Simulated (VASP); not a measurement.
A run of VASP 6.6.1 is set up as follows.

File INCAR:

```
ALGO = Normal
EDIFF = 1E-8
ENCUT = 520
GGA = PS
ISIF = 2
ISMEAR = -1
LASPH = T
LCHARG = F
LEFG = T
LREAL = F
LWAVE = F
NBANDS = 16
NELM = 100
PREC = Accurate
SIGMA = 0.08
```

File KPOINTS:

```
k-points
0
Gamma
  12 12 12
```

Contents of POSCAR:

```
GaP
1.0
    0.0000000000      2.7432985392      2.7432985392
    2.7432985392      0.0000000000      2.7432985392
    2.7432985392      2.7432985392      0.0000000000
Ga P
1 1
Direct
    0.0000000000      0.0000000000      0.0000000000
    0.7500000000      0.7500000000      0.7500000000
```

Potentials or basis: VASP PAW PBE potentials, release 64 (Ga_d, P).

Launch:

```sh
$ cat potpaw_PBE.64/Ga_d/POTCAR potpaw_PBE.64/P/POTCAR > POTCAR
$ mpirun -np 1 vasp_std > vasp.out
```

Task: What does it give for the band gap on the k mesh?

Result: 1.50 eV, indirect (least direct gap 1.59 eV).

Task: What does it give for the pressure?

Result: -2.2 GPa.

Caveat: without QUAD_EFG the Cq values of the log hold for a quadrupole moment of 1 mb, not for the nuclei; the PAW data sets were made with another functional, which shifts forces and pressure a little. A k mesh can miss the band edges.
